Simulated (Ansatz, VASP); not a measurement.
# AlCo in VASP and in Ansatz

```
Co Al
1.0
     0.00000    2.39498    2.39498
     2.39498    0.00000    2.39498
     2.39498    2.39498    0.00000
Co Al
1 1
Direct
  0.00000 0.00000 0.00000
  0.50000 0.50000 0.50000
```

Alike in both runs: functional PBE; k mesh 14 × 14 × 14; occupations fermi-dirac, width 0.08 eV; no spin polarisation.

Ansatz relaxed the structure, and its values are those at the end. VASP's run is a single point on that final structure, the one shown.

|  | VASP | Ansatz |
| --- | --- | --- |
| version | VASP 6.6.1 | Ansatz 0.2.0 |
| potentials or method | VASP PAW PBE potentials, release 64 (Co, Al) | PAW with Ansatz's default frozen-core files, scalar-relativistic |
| plane-wave cutoff (eV) | 520 | 420 |
| valence electrons in the cell | 12 | 20 |

```tsv
	VASP	Ansatz	Ansatz less VASP
pressure (GPa)	-0.1	0.0	+0.09
```

The functional is the same, so the differences come from potentials, cutoffs and numerics. VASP's potentials hold 12 valence electrons a cell and Ansatz's 20, so a difference there can come from the potentials and not from the codes.
